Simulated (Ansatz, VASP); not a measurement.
One calculation of InGa3P4, two programs

```xyz
8
Lattice="5.6766 0.0000 0.0000 0.0000 5.6766 0.0000 0.0000 0.0000 5.6766" Properties=species:S:1:pos:R:3 pbc="T T T"
In    2.8383    2.8383    2.8383
Ga    0.0000    0.0000    2.8383
Ga    0.0000    2.8383    0.0000
Ga    2.8383    0.0000    0.0000
P     4.3123    4.3123    4.3123
P     4.3123    1.3642    1.3642
P     1.3642    4.3123    1.3642
P     1.3642    1.3642    4.3123
```

Alike in both runs: functional PBE; k mesh 6 × 6 × 6; occupations gaussian, width 0.02 eV; no spin polarisation.

Ansatz relaxed the structure, and its values are those at the end. VASP's run is a single point on that final structure, the one shown.

```csv
,VASP,Ansatz
version,VASP 6.6.1,Ansatz 0.2.0
potentials or method,"VASP PAW PBE potentials, release 64 (In_d, Ga_d, P), cutoff 520 eV","scalar-relativistic, plane waves, PAW"
valence electrons in the cell,72,72
```

VASP gave:

* gap on the k mesh at the Fermi level (eV): 0.86
* least direct gap on the mesh (eV): 0.86
* pressure (GPa): -2.0
* rms of the force components (eV/Å): 0.004

Task: Which values does Ansatz return?

Result: gap on the k mesh at the Fermi level (eV): 0.87; least direct gap on the mesh (eV): 0.87; pressure (GPa): -2.0; rms of the force components (eV/Å): 0.005.

With one functional, cell and mesh, what is left measures potentials, basis and numerics. Ansatz's warnings: stress scf threshold loose.
